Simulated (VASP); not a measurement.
Input of a VASP 6.6.1 run:

INCAR

```
ALGO = Normal
EDIFF = 1E-7
ENCUT = 520
GGA = PE
ISIF = 2
ISMEAR = -1
LASPH = T
LCHARG = F
LREAL = F
LWAVE = F
NBANDS = 16
NELM = 60
PREC = Accurate
SIGMA = 0.02
```

The input KPOINTS:

```
k-points
0
Gamma
  13 13 5
```

Contents of POSCAR:

```
BN
1.0
    2.5400000000      0.0000000000      0.0000000000
   -1.2700000000      2.1997045256      0.0000000000
    0.0000000000      0.0000000000      6.4660400000
B N
2 2
Direct
    0.3333333333      0.6666666667      0.2500000000
    0.6666666667      0.3333333333      0.7500000000
    0.3333333333      0.6666666667      0.7500000000
    0.6666666667      0.3333333333      0.2500000000
```

Potentials or basis: VASP PAW PBE potentials, release 64 (B, N).

Command:

```sh
$ cat potpaw_PBE.64/B/POTCAR potpaw_PBE.64/N/POTCAR > POTCAR
$ mpirun -np 1 vasp_std > vasp.out
```

**Question.** Estimate the pressure.

**Answer.** -6.2 GPa.

**Question.** What does it give for the band gap on the k mesh?

**Answer.** 4.18 eV, indirect (least direct gap 4.50 eV).

Stress tensor (GPa, compression positive):
```
-11.18   0.00   0.00
  0.00 -11.18   0.00
  0.00   0.00   3.67
```

Caveat: the cell differs from its parent crystal (z stretched by -2 %, then relaxed in part); this functional lacks dispersion, which binds the layers, so the pressure and a relaxed spacing across them are unreliable. A k mesh can miss the band edges.
